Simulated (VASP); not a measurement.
# B (Pm-3n) in VASP: a series of runs

Runs on B. Level: PBE. Tasks: single point, relaxation of cell and atoms.

All numbers are computed with VASP 6.6.1; they aren't measurements. Logs are shortened: lines on timing, memory, paths and dates and some standing lists are left out, and cuts for length are marked.

### Step 1. The cell of the first run

The structure is cubic, space group Pm-3n (No. 223). Conventional cell: a = 3.671 Å, b = 3.671 Å, c = 3.671 Å, α = 90.00°, β = 90.00°, γ = 90.00°. B (site symmetry m-3) has 12 B at 2.05 Å within 2.7 Å. Within 2.4 Å of B (site symmetry -4m2) lie 14 B at 1.84 to 2.25 Å.

### Step 2. Single point, PBE

Input file INCAR:

```
ALGO = Normal
EDIFF = 1E-6
ENCUT = 500
GGA = PE
GGA_COMPAT = False
ISIF = 2
ISMEAR = 0
LASPH = True
LCHARG = True
LELF = True
LREAL = False
LVHAR = True
LWAVE = False
NBANDS = 22
NELM = 120
PREC = Accurate
SIGMA = 0.1
```

Input file KPOINTS:

```
k-points
0
Gamma
  6 6 6
```

Input file POSCAR:

```
B
1.0
    3.6710334251      0.0000000000      0.0000000000
    0.0000000000      3.6710334251      0.0000000000
    0.0000000000      0.0000000000      3.6710334251
B
8
Direct
    0.5000000000      0.5000000000      0.5000000000
    0.0000000000      0.0000000000      0.0000000000
    0.2500000000      0.0000000000      0.5000000000
    0.5000000000      0.2500000000      0.0000000000
    0.5000000000      0.7500000000      0.0000000000
    0.7500000000      0.0000000000      0.5000000000
    0.0000000000      0.5000000000      0.7500000000
    0.0000000000      0.5000000000      0.2500000000
```

Potentials or basis: VASP PAW PBE potentials, release 64 (B).

Launch:

```bash
> cat potpaw_PBE.64/B/POTCAR > POTCAR
> mpirun -np 1 vasp_std > vasp.out
```

OUTCAR:

```text
EDIFF = 1E-6
   ENCUT = 500
   GGA = PE
   ISIF = 2
   ISMEAR = 0
   LASPH = True
   LREAL = False
   NELM = 120
   PREC = Accurate

 ion  position               nearest neighbor table
   1  0.500  0.500  0.500-   3 2.05   4 2.05   5 2.05   6 2.05   7 2.05   8 2.05   4 2.05   5 2.05
                             3 2.05   6 2.05   7 2.05   8 2.05
   2  0.000  0.000  0.000-   3 2.05   4 2.05   5 2.05   6 2.05   7 2.05   8 2.05   3 2.05   6 2.05
                             7 2.05   8 2.05   4 2.05   5 2.05
   3  0.250  0.000  0.500-   6 1.84   6 1.84   1 2.05   2 2.05   1 2.05   2 2.05
   4  0.500  0.250  0.000-   5 1.84   5 1.84   1 2.05   1 2.05   2 2.05   2 2.05
   5  0.500  0.750  0.000-   4 1.84   4 1.84   1 2.05   1 2.05   2 2.05   2 2.05
   6  0.750  0.000  0.500-   3 1.84   3 1.84   1 2.05   2 2.05   1 2.05   2 2.05
   7  0.000  0.500  0.750-   8 1.84   8 1.84   1 2.05   2 2.05   2 2.05   1 2.05
   8  0.000  0.500  0.250-   7 1.84   7 1.84   1 2.05   2 2.05   2 2.05   1 2.05

  LATTYP: Found a simple cubic cell.
 ALAT       =     3.6710334251

  Lattice vectors:

 A1 = (   3.6710334251,   0.0000000000,   0.0000000000)
 A2 = (   0.0000000000,   3.6710334251,   0.0000000000)
 A3 = (   0.0000000000,   0.0000000000,   3.6710334251)

Analysis of symmetry for initial positions (statically):
=====================================================================
 Subroutine PRICEL returns:
 Original cell was already a primitive cell.

 Routine SETGRP: Setting up the symmetry group for a
 simple cubic supercell.

 Subroutine GETGRP returns: Found 48 space group operations
 (whereof 24 operations were pure point group operations)
 out of a pool of 48 trial point group operations.

The static configuration has the point symmetry T_h .
 The point group associated with its full space group is O_h .

Analysis of symmetry for dynamics (positions and initial velocities):
=====================================================================
 Subroutine PRICEL returns:
 Original cell was already a primitive cell.

 Routine SETGRP: Setting up the symmetry group for a
 simple cubic supercell.

 Subroutine GETGRP returns: Found 48 space group operations
 (whereof 24 operations were pure point group operations)
 out of a pool of 48 trial point group operations.

The dynamic configuration has the point symmetry T_h .
 The point group associated with its full space group is O_h .

 Subroutine INISYM returns: Found 48 space group operations
 (whereof 24 operations are pure point group operations),
 and found     1 'primitive' translations

----------------------------------------------------------------------------------------

                                     Primitive cell

  volume of cell :      49.4726

  direct lattice vectors                    reciprocal lattice vectors
     3.671033425  0.000000000  0.000000000     0.272402859  0.000000000  0.000000000
     0.000000000  3.671033425  0.000000000     0.000000000  0.272402859  0.000000000
     0.000000000  0.000000000  3.671033425     0.000000000  0.000000000  0.272402859

  length of vectors
     3.671033425  3.671033425  3.671033425     0.272402859  0.272402859  0.272402859

  position of ions in fractional coordinates (direct lattice)
     0.500000000  0.500000000  0.500000000
     0.000000000  0.000000000  0.000000000
     0.250000000  0.000000000  0.500000000
     0.500000000  0.250000000  0.000000000
     0.500000000  0.750000000  0.000000000
     0.750000000  0.000000000  0.500000000
     0.000000000  0.500000000  0.750000000
     0.000000000  0.500000000  0.250000000

  ion indices of the primitive-cell ions
   primitive index   ion index
                 1           1
                 2           2
                 3           3
                 4           4
                 5           5
                 6           6
                 7           7
                 8           8

----------------------------------------------------------------------------------------

 KPOINTS: k-points

Automatic generation of k-mesh.
 Grid dimensions read from file:
 generate k-points for:    6    6    6

 Generating k-lattice:

  Cartesian coordinates                     Fractional coordinates (reciprocal lattice)
     0.045400476  0.000000000  0.000000000     0.166666667  0.000000000  0.000000000
     0.000000000  0.045400476  0.000000000     0.000000000  0.166666667  0.000000000
     0.000000000  0.000000000  0.045400476     0.000000000  0.000000000  0.166666667

  Length of vectors
     0.045400476  0.045400476  0.045400476

  Shift w.r.t. Gamma in fractional coordinates (k-lattice)
     0.000000000  0.000000000  0.000000000

 Subroutine IBZKPT returns following result:
 ===========================================

 Found     20 irreducible k-points:

 Following reciprocal coordinates:
            Coordinates               Weight
  0.000000  0.000000  0.000000      1.000000
  0.166667  0.000000  0.000000      6.000000
  0.333333  0.000000  0.000000      6.000000
  0.500000  0.000000  0.000000      3.000000
  0.166667  0.166667  0.000000     12.000000
  0.333333  0.166667  0.000000     24.000000
[... 12 lines left out ...]
  0.500000  0.500000  0.333333      6.000000
  0.500000  0.500000  0.500000      1.000000
   k-points           NKPTS =     20   k-points in BZ     NKDIM =     20   number of bands    NBANDS=     22
   number of dos      NEDOS =    301   number of ions     NIONS =      8
   total plane-waves  NPLWV =  21952
   dimension x,y,z NGX =    28 NGY =   28 NGZ =   28
   dimension x,y,z NGXF=    56 NGYF=   56 NGZF=   56
   ions per type =               8
   NGX,Y,Z   is equivalent  to a cutoff of  12.68, 12.68, 12.68 a.u.
   NGXF,Y,Z  is equivalent  to a cutoff of  25.36, 25.36, 25.36 a.u.
 SYSTEM =  unknown system
   PREC   = accura    normal or accurate (medium, high low for compatibility)
   ISTART =      0    job   : 0-new  1-cont  2-samecut
   ICHARG =      2    charge: 1-file 2-atom 10-const
   ISPIN  =      1    spin polarized calculation?
   LNONCOLLINEAR =      F non collinear calculations
   LSORBIT =      F    spin-orbit coupling
   LASPH  =      T    aspherical Exc in radial PAW
   ENCUT  =  500.0 eV  36.75 Ry    6.06 a.u.   6.69  6.69  6.69*2*pi/ulx,y,z
   NELM   =    120;   NELMIN=  2; NELMDL= -5     # of ELM steps
   EDIFF  = 0.1E-05   stopping-criterion for ELM
   LREAL  =      F    real-space projection
   EDIFFG = 0.1E-04   stopping-criterion for IOM
   NSW    =      0    number of steps for IOM
   IBRION =     -1    ionic relax: 0-MD 1-quasi-New 2-CG
   NFREE  =      0    steps in history (QN), initial steepest desc. (CG)
   ISIF   =      2    stress and relaxation
   ISYM   =      2    0-nonsym 1-usesym 2-fastsym
   POTIM  = 0.5000    time-step for ionic-motion
   TEBEG  =    0.0;   TEEND  =   0.0 temperature during run
   PSTRESS=    0.0 pullay stress
   NELECT =      24.0000    total number of electrons
   NUPDOWN=      -1.0000    fix difference up-down
   EMIN   =  10.00;   EMAX   =-10.00  energy-range for DOS
   EFERMI =   0.00;   METHOD = LEGACY
   ISMEAR =     0;   SIGMA  =   0.10  broadening in eV -4-tet -1-fermi 0-gaus
   EFERMI_NEDOS =   21; number of points for ismear=-14 and -15
   IALGO  =     38    algorithm
   IMIX   =      4    mixing-type and parameters
     AMIX     =   0.40;   BMIX     =  1.00
     AMIX_MAG =   1.60;   BMIX_MAG =  1.00
  volume/ion in A,a.u.               =       6.18        41.73
  Fermi-wavevector in a.u.,A,eV,Ry     =   1.286343  2.430836 22.513278  1.654679
  Thomas-Fermi vector in A             =   2.418423
   LORBIT       =      0    0 simple, 1 ext, 2 COOP (PROOUT), +10 PAW based schemes
   GGA     = PE    functional components
   LHFCALC =     F    Hartree Fock is set to
   AEXX    =    0.0000 exact exchange contribution
   IVDW    =     0    specifies the selected vdW correction
   LEPSILON=     F    determine dielectric tensor
   LRPA    =     F    only Hartree local field effects (RPA)
 non-spin polarized calculation
 Gauss-broadening in eV      SIGMA  =   0.10
  energy-cutoff  :      500.00
  volume of cell :       49.47
 maximum number of plane-waves:      1328
 NGX is ok and might be reduce to    28
   NGX = 13   NGY = 13   NGZ = 13

 number of electron      24.0000002 magnetization

 Free energy of the ion-electron system (eV)
  ---------------------------------------------------
  ext. energy  EPLUGINS =         0.00000000
  ---------------------------------------------------
  free energy    TOTEN  =       -41.30306619 eV

  energy without entropy =      -41.27938552  energy(sigma->0) =      -41.29122586

 E-fermi :  10.0087     XC(G=0): -12.8067

 val. band max:        9.9687046590   @ k =   0.3333   0.3333   0.3333
 cond. band min:      10.0095697893   @ k =   0.5000   0.3333   0.1667
 fundamental gap:      0.0408651304
 Fermi energy:        10.0087284474

 k-point     1 :       0.0000    0.0000    0.0000
  band No.  band energies     occupation
      1      -8.6478      2.00000
      2      -0.2790      2.00000
      3      -0.2790      2.00000
      4      -0.2790      2.00000
      5       0.5157      2.00000
      6       0.5157      2.00000
[... 14 lines left out ...]
     21      16.3945      0.00000
     22      16.3945      0.00000

 k-point     2 :       0.1667    0.0000    0.0000
  band No.  band energies     occupation
      1      -8.3994      2.00000
      2      -2.5134      2.00000
      3      -0.0277      2.00000
      4      -0.0277      2.00000
      5       0.6800      2.00000
      6       0.6956      2.00000
[... 14 lines left out ...]
     21      15.5438      0.00000
     22      15.6194      0.00000
[... 423 lines left out ...]
     21      16.1919      0.00000
     22      17.2283      0.00000

 k-point    20 :       0.5000    0.5000    0.5000
  band No.  band energies     occupation
      1      -2.0250      2.00000
      2      -2.0250      2.00000
      3      -2.0250      2.00000
      4      -2.0250      2.00000
      5      -2.0250      2.00000
      6      -2.0250      2.00000
[... 14 lines left out ...]
     21      15.7849      0.00000
     22      15.7849      0.00000

------------------------ aborting loop because EDIFF is reached ----------------------------------------

  FORCE on cell =-STRESS in cart. coord.  units (eV):
  Direction    XX          YY          ZZ          XY          YZ          ZX
  --------------------------------------------------------------------------------------
  -------------------------------------------------------------------------------------
  Total       -0.1002311     -0.1002311     -0.1002311     -0.0000000     -0.0000000     -0.0000000
  in kB       -3.2459972     -3.2459972     -3.2459972     -0.0000000     -0.0000000     -0.0000000
  external PRESSURE =      -3.2459972 kB  Pullay stress =       0.0000000 kB

 VOLUME and BASIS-vectors are now :
 -----------------------------------------------------------------------------
  energy-cutoff  :      500.00
  volume of cell :       49.47
      direct lattice vectors                 reciprocal lattice vectors
     3.671033425  0.000000000  0.000000000     0.272402859  0.000000000  0.000000000
     0.000000000  3.671033425  0.000000000     0.000000000  0.272402859  0.000000000
     0.000000000  0.000000000  3.671033425     0.000000000  0.000000000  0.272402859

 POSITION                                       TOTAL-FORCE (eV/Angst)
 -----------------------------------------------------------------------------------
      1.83552      1.83552      1.83552        -0.000000     -0.000000      0.000000
      0.00000      0.00000      0.00000        -0.000000     -0.000000      0.000000
      0.91776      0.00000      1.83552         0.000000      0.000000     -0.000000
      1.83552      0.91776      0.00000         0.000000     -0.000000      0.000000
      1.83552      2.75328      0.00000        -0.000000      0.000000     -0.000000
      2.75328      0.00000      1.83552        -0.000000     -0.000000     -0.000000
      0.00000      1.83552      2.75328        -0.000000     -0.000000      0.000000
      0.00000      1.83552      0.91776         0.000000     -0.000000     -0.000000
 -----------------------------------------------------------------------------------
    total drift:                                0.000000      0.000000     -0.000000

  FREE ENERGIE OF THE ION-ELECTRON SYSTEM (eV)
  ---------------------------------------------------
  free  energy   TOTEN  =       -41.3030661863 eV

  energy  without entropy=      -41.2793855244  energy(sigma->0) =      -41.29122586
```

It took 10 s on 1 thread of Intel Xeon 6975P-C (Granite Rapids), shared host; peak memory 0.15 GiB.

Results:

```
Free energy            : -41.3031 eV
Pressure               : -0.3 GPa
Band gap on the k mesh : zero (bands 12 and 13 overlap by 5.18 eV)
```

### Step 3. Single point, PBE

This run uses another cell than the first one, of 7.08 Å³/atom.

Input file INCAR:

```
  PREC = Accurate
  ENCUT = 500
  EDIFF = 1E-6
  ISMEAR = 0
  SIGMA = 0.1
  LREAL = False
  LASPH = True
  NELM = 120
  ALGO = Normal
  ISIF = 2
  LWAVE = False
  LCHARG = False
  GGA = PE
  NBANDS = 22
  GGA_COMPAT = False
```

Input file KPOINTS:

```
Automatic mesh
0
Gamma
  6 6 6
```

Changes to POSCAR since step 2:

```diff
@@ -2,5 +2,5 @@
 1.0
-    3.6710334251      0.0000000000      0.0000000000
-    0.0000000000      3.6710334251      0.0000000000
-    0.0000000000      0.0000000000      3.6710334251
+    3.8397621299      0.0000000000      0.0000000000
+    0.0000000000      3.8397621299      0.0000000000
+    0.0000000000      0.0000000000      3.8397621299
 B
```

Potentials or basis: VASP PAW PBE potentials, release 64 (B).

Launch:

```bash
> cat potpaw_PBE.64/B/POTCAR > POTCAR
> mpirun -np 1 vasp_std > vasp.out
```

Run time: 9.8 s. Hardware: 1 thread of Intel Xeon 6975P-C (Granite Rapids), shared host; peak memory 0.15 GiB.

Results (log left out):

| Item | Value |
| --- | --- |
| Free energy | -40.6764 eV |
| Pressure | -25.1 GPa |
| Band gap on the k mesh | zero (bands 12 and 13 overlap by 4.88 eV) |

Levels at points of the mesh, in eV from the Fermi level:
| k point | band 8 | band 9 | band 10 | band 11 | band 12 | band 13 | band 14 | band 15 | band 16 | band 17 |
| --- | --- | --- | --- | --- | --- | --- | --- | --- | --- | --- |
| (0.00, 0.00, 0.00) | -2.27 | -2.27 | -2.03 | -2.03 | -2.03 | 0.14 | 0.14 | 0.14 | 1.75 | 1.75 |
| (0.50, 0.00, 0.00) | -6.24 | -5.76 | -5.76 | 0.06 | 0.06 | 1.24 | 1.24 | 2.24 | 2.24 | 2.84 |
| (0.50, 0.50, 0.00) | -4.99 | -4.51 | -3.62 | -3.62 | -1.48 | 3.15 | 3.35 | 3.35 | 3.51 | 3.51 |
| (0.50, 0.50, 0.50) | -10.80 | 4.20 | 4.20 | 4.20 | 4.20 | 4.20 | 4.20 | 4.48 | 4.48 | 4.48 |

Caveat: the cell stands under tension.

(Part 1 of 2 ends here.)
